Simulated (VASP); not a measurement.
Input of a VASP 6.6.1 run:

Contents of INCAR:

```
  ALGO = Fast
  EDIFF = 1E-7
  ENCUT = 520
  GGA = PE
  ISIF = 2
  ISMEAR = 0
  LASPH = T
  LCHARG = F
  LREAL = F
  LWAVE = F
  NBANDS = 54
  NELM = 60
  PREC = Accurate
  SIGMA = 0.1
```

Contents of KPOINTS:

```
k-points
0
Gamma
  6 6 2
```

The input POSCAR:

```
Cu
1.0
    3.9735300452     -0.0000000001      0.0000000000
   -1.9867650225      3.4411779618      0.0000000000
    0.0000000000      0.0000000000      9.5446565632
Cu
8
Direct
    0.0000000000      0.0000000000      0.1249138773
    0.0000000000      0.0000000000      0.6249138773
    0.0000000000      0.0000000000      0.3750861227
    0.0000000000      0.0000000000      0.8750861227
    0.3333333333      0.6666666667      0.0274092505
    0.6666666667      0.3333333333      0.5274092505
    0.3333333333      0.6666666667      0.4725907495
    0.6666666667      0.3333333333      0.9725907495
```

Potentials or basis: VASP PAW PBE potentials, release 64 (Cu).

Command:

```bash
$ cat potpaw_PBE.64/Cu/POTCAR > POTCAR
$ mpirun -np 1 vasp_std > vasp.out
```

Q: Estimate the band gap on the k mesh.

A: Zero (band 44 reaches 5.43 eV, above the bottom of band 45 at 3.47 eV).

Q: Predict the largest force.

A: 0.009 eV/Å.

Q: Predict the pressure.

A: 0.6 GPa.

Stress tensor (GPa, compression positive):
```
0.67 0.00 0.00
0.00 0.67 0.00
0.00 0.00 0.37
```
